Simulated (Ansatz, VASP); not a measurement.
## MnSb: VASP beside Ansatz

Contents of INCAR:

```
SYSTEM = MnSb
PREC = Accurate
ENCUT = 520
EDIFF = 1E-6
ISMEAR = -1
SIGMA = 0.1
LREAL = .FALSE.
LASPH = .TRUE.
NELM = 150
ALGO = Normal
ISIF = 2
LWAVE = .FALSE.
LCHARG = .FALSE.
ISPIN = 2
MAGMOM = 0 0 4.5 -4.5
LORBIT = 11
LMAXMIX = 4
GGA = PE
NBANDS = 30
```

Contents of KPOINTS:

```
regular mesh
0
G
  7 7 4
  0 0 0
```

Contents of POSCAR:

```
MnSb
1.0
    4.1577445700      0.0000000000      0.0000000000
   -2.0788722900      3.6007148200      0.0000000000
    0.0000000000      0.0000000000      5.7660325800
Sb Mn
2 2
Direct
    0.3333000000      0.6667000000      0.2500000000
    0.6666000000      0.3333000000      0.7500000000
    0.0000000000      0.0000000000      0.0000000000
    0.0000000000      0.0000000000      0.5000000000
```

Input for Ansatz:

```yaml
crystal:
  lattice:
    - [4.15774457, 0.0, 0.0]
    - [-2.07887229, 3.60071482, 0.0]
    - [0.0, 0.0, 5.76603258]
  atoms:
    - { symbol: Sb, position: [0.3333, 0.6667, 0.25] }
    - { symbol: Sb, position: [0.6666, 0.3333, 0.75] }
    - { symbol: Mn, position: [0.0, 0.0, 0.0], spin: 4.5 }
    - { symbol: Mn, position: [0.0, 0.0, 0.5], spin: -4.5 }
kpoints:
  mp_grid: { grid: [7, 7, 4], shift: [0, 0, 0] }
magnetization:
  spin_polarized: true
scf:
  occupations: { method: fermi_dirac }
  lower_state_search: "off"
  max_iter: 200
hamiltonian:
  pseudopotentials: { kind: paw }
  xc: pbe
basis:
  ecutwfc: 420
  fft_grid_basis: typed
output:
  forces: true
  stress: true
  eigenvalues: true
  bader: true
  populations: true
  elf: true
  write_potential: true
  volumetric_format: npy
  dos:
    e_range: [-12, 8]
    de: 0.05
    projected: { site_lists: { Mn: [Mn], Sb: [Sb] } }
checkpoint:
  read: saved_state
```

Alike in both runs: task single point; functional PBE; k mesh 7 × 7 × 4; collinear spin.

|  | VASP | Ansatz |
| --- | --- | --- |
| version | VASP 6.6.1 | Ansatz 0.2.0 |
| potentials or method | VASP PAW PBE potentials, release 64 (Sb, Mn_pv), cutoff 520 eV | PAW plane waves |
| occupations | fermi-dirac, width 0.1 eV | fermi-dirac |
| valence electrons in the cell | 36 | 60 |

Ansatz gave:

| Item | Value |
| --- | --- |
| pressure (GPa) | -3.7 |
| traceless stress, the component that is largest in VASP (GPa) | 0.15 |
| net moment per atom (μB) | 0.00 |
| size of the moment on the site where the two differ most (μB) | 3.36 |

Question: What did VASP give for the same quantities?

Answer: Pressure (GPa): -3.8; traceless stress, the component that is largest in VASP (GPa): 0.17; net moment per atom (μB): 0.00; size of the moment on the site where the two differ most (μB): 3.33.

Site moments also hang on the region over which each program counts them. VASP's potentials hold 36 valence electrons a cell and Ansatz's 60, so a difference there can come from the potentials and not from the codes.

Spin-orbit coupling is off throughout.
